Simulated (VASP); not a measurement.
Input of a VASP 6.6.1 run:

Contents of INCAR:

```
SYSTEM = Si2Ni
PREC     = Accurate       ! precision mode
ENCUT    = 590            ! plane-wave cutoff, eV
EDIFF    = 1E-6           ! SCF threshold, eV
ISMEAR   = -1             ! smearing method
SIGMA    = 0.05           ! smearing width, eV
LREAL    = .False.        ! projectors in reciprocal space
LASPH    = .True.         ! aspherical terms in the spheres
NELM     = 200            ! most SCF steps
ALGO     = Normal         ! electronic algorithm
ISIF     = 2              ! what is computed and relaxed
LWAVE    = .False.        ! write WAVECAR
LCHARG   = .False.        ! write CHGCAR
ISPIN    = 2              ! spin polarisation
MAGMOM   = 1 0 0          ! initial moments
LORBIT   = 11             ! projections on sites
LMAXMIX  = 4              ! l up to which the mixer works
LDAU     = .True.         ! DFT+U
LDAUTYPE = 2            
LDAUL    = 2 -1           ! shell
LDAUU    = 4 0            ! U, eV
LDAUJ    = 0 0          
LDAUPRINT= 1            
GGA      = PE             ! functional
NBANDS   = 24             ! bands
GGA_COMPAT= .False.
```

Contents of KPOINTS:

```
regular mesh
0
Gamma
  9 9 9
  0 0 0
```

POSCAR

```
Si2Ni
1.0
    0.0000000000      2.7239424405      2.7239424405
    2.7239424405      0.0000000000      2.7239424405
    2.7239424405      2.7239424405      0.0000000000
Ni Si
1 2
Direct
    0.0000000000      0.0000000000      0.0000000000
    0.7500000000      0.7500000000      0.7500000000
    0.2500000000      0.2500000000      0.2500000000
```

Potentials or basis: VASP PAW PBE potentials, release 64 (Ni_sv_GW, Si).

The run is started by

```console
$ cat potpaw_PBE.64/Ni_sv_GW/POTCAR potpaw_PBE.64/Si/POTCAR > POTCAR
$ mpirun -np 1 vasp_std > vasp.out
```

(1) Predict the band gap on the k mesh.

(2) What does it give for the net moment?

Results:

(1) zero (filled and empty bands overlap).

(2) 0.00 μB per cell.

Caveat: the U is typed as a test and isn't derived for this compound.
